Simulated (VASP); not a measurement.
## C: single point with PBE

The system is C.

```
C
1.0
     0.00000    1.80958    1.80958
     1.80958    0.00000    1.80958
     1.80958    1.80958    0.00000
C
2
Direct
  0.00000 0.00000 0.00000
  0.25000 0.25000 0.25000
```

```yaml
Program: VASP 6.6.1
Task: single point
Functional: PBE
Potentials_or_basis: VASP PAW PBE potentials, release 64 (C)
Cutoff: 520 eV
k_mesh: 18 × 18 × 18
Occupations: fermi-dirac, width 0.0612256 eV
Spin: no spin polarisation
Dipole_correction: no
Further_INCAR_settings: ALGO = Normal; EDIFF = 1e-07; NBANDS = 11
```

* Pressure: -15.4 GPa
* Band gap on the k mesh: 4.05 eV, indirect (least direct gap 5.47 eV)

Levels at points of the mesh, in eV from the valence-band top:
```csv
k point,band 2,band 3,band 4,band 5,band 6,band 7
"(0.00, 0.00, 0.00)",0.00,0.00,0.00,5.47,5.47,5.47
"(0.50, 0.00, 0.00)",-12.90,-2.69,-2.69,8.26,8.27,8.27
"(0.50, 0.50, 0.00)",-12.46,-6.04,-6.04,4.67,4.67,16.15
```

It took 34 s on 1 thread of Intel Xeon 8259CL, on a shared host, peak memory 0.13 GiB.

A k mesh can miss the band edges. As with any semilocal functional, this PBE gap is likely too small.
